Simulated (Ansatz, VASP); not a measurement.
KMgF3: VASP beside Ansatz

INCAR

```
PREC = Accurate
ENCUT = 600
EDIFF = 1E-6
ISMEAR = -1
SIGMA = 0.02
LREAL = False
LASPH = True
NELM = 120
ALGO = Normal
ISIF = 2
LWAVE = False
LCHARG = False
GGA = PE
NBANDS = 24
GGA_COMPAT = False
```

The input KPOINTS:

```
Automatic mesh
0
Gamma
  6 6 6
```

POSCAR

```
KMgF3
1.0
    3.9802355751      0.0000000000      0.0000000000
    0.0000000000      3.9802355751      0.0000000000
    0.0000000000      0.0000000000      3.9802355751
K Mg F
1 1 3
Direct
    0.5000000000      0.5000000000      0.5000000000
    0.0000000000      0.0000000000      0.0000000000
    0.5000000000      0.0000000000      0.0000000000
    0.0000000000      0.5000000000      0.0000000000
    0.0000000000      0.0000000000      0.5000000000
```

Input for Ansatz:

```yaml
crystal:
  lattice:
    - [3.9802355751, 0.0, 0.0]
    - [0.0, 3.9802355751, 0.0]
    - [0.0, 0.0, 3.9802355751]
  atoms:
    - { symbol: K, position: [0.5, 0.5, 0.5] }
    - { symbol: Mg, position: [0.0, 0.0, 0.0] }
    - { symbol: F, position: [0.5, 0.0, 0.0] }
    - { symbol: F, position: [0.0, 0.5, 0.0] }
    - { symbol: F, position: [0.0, 0.0, 0.5] }
kpoints:
  mp_grid: { grid: [6, 6, 6] }
  band_path:
    path: [[0.0, 0.0, 0.0], [0.0, 0.5, 0.0], [0.5, 0.5, 0.0], [0.5, 0.5, 0.5]]
    npoints: 1
hamiltonian:
  xc: pbe
scf:
  occupations: { method: fermi_dirac, width: 0.02 }
  n_extra_bands: 5
output:
  forces: true
  stress: true
  eigenvalues: true
```

Alike in both runs: task single point; functional PBE; k mesh 6 × 6 × 6; occupations fermi-dirac, width 0.02 eV; no spin polarisation.

|  | VASP | Ansatz |
| --- | --- | --- |
| version | VASP 6.6.1 | Ansatz 0.2.0 |
| potentials or method | VASP PAW PBE potentials, release 64 (K_sv, Mg, F) | plane waves, PAW |
| plane-wave cutoff (eV) | 600 | 420 |
| valence electrons in the cell | 32 | 40 |

Ansatz gave:

- gap on the k mesh at the Fermi level (eV): 7.37
- pressure (GPa): 4.1

Task: Which values does VASP return?

Result: gap on the k mesh at the Fermi level (eV): 7.34; pressure (GPa): 3.6.

VASP's potentials hold 32 valence electrons a cell and Ansatz's 40, so a difference there can come from the potentials and not from the codes.
